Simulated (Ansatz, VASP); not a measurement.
MgO in VASP and in Ansatz

INCAR

```
SYSTEM = MgO
ALGO     = Normal         ! electronic algorithm
EDIFF    = 1E-7           ! SCF threshold, eV
ENCUT    = 520            ! plane-wave cutoff, eV
GGA      = PE             ! functional
ISIF     = 2              ! what is computed and relaxed
ISMEAR   = 0              ! smearing method
LASPH    = .TRUE.         ! aspherical terms in the spheres
LCHARG   = .FALSE.        ! write CHGCAR
LREAL    = .FALSE.        ! projectors in reciprocal space
LWAVE    = .FALSE.        ! write WAVECAR
NBANDS   = 16             ! bands
NELM     = 100            ! most SCF steps
PREC     = Accurate       ! precision mode
SIGMA    = 0.05           ! smearing width, eV
```

The input KPOINTS:

```
k-points
0
G
  9 9 6
  0 0 0
```

Contents of POSCAR:

```
MgO
1.0
    3.2447370978      0.0000000000      0.0000000000
   -1.6223685489      2.8100247553      0.0000000000
    0.0000000000      0.0000000000      5.3466777897
Mg O
2 2
Direct
    0.3333333333      0.6666666667      0.0160814757
    0.6666666667      0.3333333333      0.5160814757
    0.3333333333      0.6666666667      0.3982811987
    0.6666666667      0.3333333333      0.8982811987
```

Input for Ansatz:

```yaml
crystal:
  lattice:
    - [3.2447370978, 0.0, 0.0]
    - [-1.6223685489, 2.8100247553, 0.0]
    - [0.0, 0.0, 5.3466777897]
  atoms:
    - { symbol: Mg, position: [0.3333333333, 0.6666666667, 0.0160814757] }
    - { symbol: Mg, position: [0.6666666667, 0.3333333333, 0.5160814757] }
    - { symbol: O, position: [0.3333333333, 0.6666666667, 0.3982811987] }
    - { symbol: O, position: [0.6666666667, 0.3333333333, 0.8982811987] }
basis:
  ecutwfc: 520.0
kpoints:
  mp_grid: { grid: [9, 9, 6] }
hamiltonian:
  xc: pbe
  pseudopotentials: { kind: paw, azcp: { folder: soft_1 } }
scf:
  occupations: { method: gaussian, width: 0.05 }
output:
  forces: true
  stress: true
  eigenvalues: true
```

Alike in both runs: task single point; functional PBE; k mesh 9 × 9 × 6; occupations gaussian, width 0.05 eV; no spin polarisation.

|  | VASP | Ansatz |
| --- | --- | --- |
| version | VASP 6.6.1 | Ansatz 0.2.0 |
| potentials or method | VASP PAW PBE potentials, release 64 (Mg, O), cutoff 520 eV | scalar-relativistic, plane waves, PAW |
| valence electrons in the cell | 16 | 32 |

```csv
,VASP,Ansatz,Ansatz less VASP
gap on the k mesh at the Fermi level (eV),3.56,3.58,+0.018
least direct gap on the mesh (eV),3.56,3.58,+0.018
pressure (GPa),0.3,0.7,+0.43
"traceless stress, the component that is largest in VASP (GPa)",-5.58,-5.52,+0.055
rms of the force components (eV/Å),0.113,0.111,-0.0022
```

Atom by atom the forces differ by 0.002 eV/Å (rms over components). VASP's potentials hold 16 valence electrons a cell and Ansatz's 32, so a difference there can come from the potentials and not from the codes.
